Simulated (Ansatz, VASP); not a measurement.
# CoSn2 in VASP and in Ansatz

```
CELL_PARAMETERS angstrom
-3.13979 3.13979 2.69876
3.13979 -3.13979 2.69876
3.13979 3.13979 -2.69876
ATOMIC_POSITIONS crystal
Co 0.25000 0.25000 0.00000
Co 0.75000 0.75000 0.00000
Sn 0.66633 0.16633 0.83266
Sn 0.16633 0.33367 0.50000
Sn 0.33367 0.83367 0.16734
Sn 0.83367 0.66633 0.50000
```

Alike in both runs: functional PBEsol; k mesh 8 × 8 × 8; occupations gaussian, width 0.1 eV; no spin polarisation.

Ansatz relaxed the structure, and its values are those at the end. VASP's run is a single point on that final structure, the one shown.

|  | VASP | Ansatz |
| --- | --- | --- |
| version | VASP 6.6.1 | Ansatz 0.2.0 |
| potentials or method | VASP PAW PBE potentials, release 64 (Co, Sn_d), cutoff 520 eV | scalar-relativistic, plane waves, PAW |
| valence electrons in the cell | 74 | 90 |

|  | VASP | Ansatz | Ansatz less VASP |
| --- | --- | --- | --- |
| gap on the k mesh at the Fermi level (eV) | none | none | - |
| pressure (GPa) | 0.0 | 0.0 | +0.02 |

VASP's potentials were made for PBE, not for PBEsol. A gap of «none» marks a metal or a gap that the smearing closes. With one functional, cell and mesh, what is left measures potentials, basis and numerics. VASP's potentials hold 74 valence electrons a cell and Ansatz's 90, so a difference there can come from the potentials and not from the codes.
